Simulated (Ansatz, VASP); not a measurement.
One calculation of SnO2, two programs

POSCAR

```
SnO2
1.0
    0.0000000000      2.5334669704      2.4898913385
    2.5334669704      0.0000000000      2.4898913385
    2.5334669704      2.5334669704      0.0000000000
Sn O
1 2
Direct
    0.0000000000      0.0000000000      0.0000000000
    0.2500000000      0.2500000000      0.2500000000
    0.7500000000      0.7500000000      0.7500000000
```

Contents of INCAR.step1:

```
PREC     = Accurate       # precision mode
ENCUT    = 520            # plane-wave cutoff, eV
ISMEAR   = 0              # smearing method
SIGMA    = 0.01           # smearing width, eV
LREAL    = False          # projectors in reciprocal space
LASPH    = True           # aspherical terms in the spheres
NELM     = 100            # most SCF steps
NBANDS   = 20             # bands
GGA      = PE             # functional
ALGO     = Normal         # electronic algorithm
EDIFF    = 1E-4           # SCF threshold, eV
LWAVE    = True           # write WAVECAR
LCHARG   = False          # write CHGCAR
```

The input INCAR.step2:

```
PREC     = Accurate       # precision mode
ENCUT    = 520            # plane-wave cutoff, eV
EDIFF    = 1E-6           # SCF threshold, eV
ISMEAR   = 0              # smearing method
SIGMA    = 0.01           # smearing width, eV
LREAL    = False          # projectors in reciprocal space
LASPH    = True           # aspherical terms in the spheres
NELM     = 100            # most SCF steps
ALGO     = Normal         # electronic algorithm
ISIF     = 2              # what is computed and relaxed
LWAVE    = False          # write WAVECAR
LCHARG   = False          # write CHGCAR
METAGGA  = R2SCAN         # meta-GGA
LMIXTAU  = True         
NBANDS   = 20             # bands
ISTART   = 1
```

The input KPOINTS:

```
regular mesh
0
Gamma
  8 8 8
```

Input for Ansatz:

```yaml
crystal:
  lattice:
    - [0.0, 2.5334669704, 2.4898913385]
    - [2.5334669704, 0.0, 2.4898913385]
    - [2.5334669704, 2.5334669704, 0.0]
  atoms:
    - { symbol: Sn, position: [0.0, 0.0, 0.0] }
    - { symbol: O, position: [0.25, 0.25, 0.25] }
    - { symbol: O, position: [0.75, 0.75, 0.75] }
kpoints:
  mp_grid: { grid: [8, 8, 8] }
  band_path:
    path:
      - [0.0, 0.0, 0.0]
      - [0.5, 0.0, 0.5]
      - [0.625, 0.25, 0.625]
      - [0.375, 0.375, 0.75]
      - [0.5, 0.5, 0.5]
      - [0.5, 0.25, 0.75]
    npoints: 1
hamiltonian:
  xc: r2scan
scf:
  occupations: { method: fixed }
  n_extra_bands: 4
output:
  forces: true
  stress: true
  eigenvalues: true
```

Change from the starting cell: uniaxial_z strain -1.7%.

Alike in both runs: task single point; functional r2SCAN; k mesh 8 × 8 × 8; no spin polarisation.

|  | VASP | Ansatz |
| --- | --- | --- |
| version | VASP 6.6.1 | Ansatz 0.2.0 |
| potentials or method | VASP PAW PBE potentials, release 64 (Sn_d, O) | plane waves, PAW |
| plane-wave cutoff (eV) | 520 | 500 |
| occupations | gaussian, width 0.01 eV | fixed |
| valence electrons in the cell | 26 | 26 |

VASP gave:

| Item | Value |
| --- | --- |
| gap on the k mesh at the Fermi level (eV) | 0.97 |
| pressure (GPa) | 5.6 |
| traceless stress, the component that is largest in VASP (GPa) | 5.88 |

**Question.** Which values does Ansatz return?

**Answer.** gap on the k mesh at the Fermi level (eV): 0.95; pressure (GPa): 4.2; traceless stress, the component that is largest in VASP (GPa): 5.89.

VASP's potentials were made for PBE, not for r2SCAN.
